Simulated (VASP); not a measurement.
**NaI: single point with PBEsol**

NaI:

```
Na I
1.0
     0.00000    3.18785    3.13931
     3.18785    0.00000    3.13931
     3.18785    3.18785    0.00000
Na I
1 1
Cartesian
  0.0000 0.0000 0.0000
  3.1879 3.1879 3.1393
```

This cell differs from its parent crystal: strain -0.015 along x and y, -0.030 along z.

- Program: VASP 6.6.1
- Task: single point
- Functional: PBEsol
- Potentials or basis: VASP PAW PBE potentials, release 64 (Na_pv, I)
- Cutoff: 520 eV
- k mesh: 6 × 6 × 6
- Occupations: gaussian, width 0.05 eV
- Spin: no spin polarisation
- Dipole correction: no
- Further INCAR settings: ALGO = Normal; EDIFF = 1e-07; NBANDS = 14

```json
{
  "Pressure": "0.6 GPa",
  "Band gap on the k mesh": "3.66 eV, direct"
}
```

Stress tensor (GPa, compression positive):
```
0.40 0.00 0.00
0.00 0.40 0.00
0.00 0.00 0.92
```

Levels at points of the mesh, in eV from the valence-band top:
| k point | band 3 | band 4 | band 5 | band 6 | band 7 | band 8 | band 9 | band 10 | band 11 | band 12 |
| --- | --- | --- | --- | --- | --- | --- | --- | --- | --- | --- |
| (0.00, 0.00, 0.00) | -22.19 | -11.23 | -0.02 | 0.00 | 0.00 | 3.66 | 7.80 | 7.80 | 7.90 | 9.72 |
| (0.50, 0.00, 0.00) | -22.19 | -10.85 | -2.45 | -0.35 | -0.32 | 4.95 | 7.35 | 7.48 | 9.14 | 10.29 |
| (0.50, 0.50, 0.00) | -22.19 | -10.75 | -2.15 | -0.88 | -0.88 | 4.45 | 5.27 | 10.17 | 11.51 | 11.51 |
| (0.50, 0.00, 0.50) | -22.19 | -10.76 | -2.16 | -0.87 | -0.80 | 4.48 | 5.31 | 10.06 | 11.44 | 11.71 |

Wall time 43 s on 1 thread of Intel Xeon 6975P-C, on a shared host, peak memory 0.21 GiB.

Caveat: the cell differs from its parent crystal (strain -0.015 along x and y, -0.030 along z); the PAW data sets were made with another functional, which shifts forces and pressure a little; spin-orbit coupling is left out, which moves the levels of the heavy elements.
